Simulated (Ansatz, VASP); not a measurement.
**One calculation of RbCl3, two programs**

```xyz
4
Lattice="-2.0409 2.0409 6.3637 2.0409 -2.0409 6.3637 2.0409 2.0409 -6.3637" Properties=species:S:1:pos:R:3 pbc="T T T"
Rb    0.0000    0.0000    0.0000
Cl    0.0000    2.0409    3.1819
Cl    2.0409    0.0000    3.1819
Cl    0.0000    0.0000    6.3637
```

Alike in both runs: task single point; functional PBE; k mesh 14 × 14 × 14; occupations gaussian, width 0.1 eV; no spin polarisation.

```csv
,VASP,Ansatz
version,VASP 6.6.1,Ansatz 0.2.0
potentials or method,"VASP PAW PBE potentials, release 64 (Rb_sv, Cl), cutoff 520 eV","scalar-relativistic, plane waves, PAW"
valence electrons in the cell,30,30
```

|  | VASP | Ansatz | Ansatz less VASP |
| --- | --- | --- | --- |
| gap on the k mesh at the Fermi level (eV) | none | none | - |
| pressure (GPa) | 3.4 | 3.4 | -0.01 |
| traceless stress, the component that is largest in VASP (GPa) | -1.79 | -1.75 | +0.041 |

A gap of «none» marks a metal or a gap that the smearing closes.
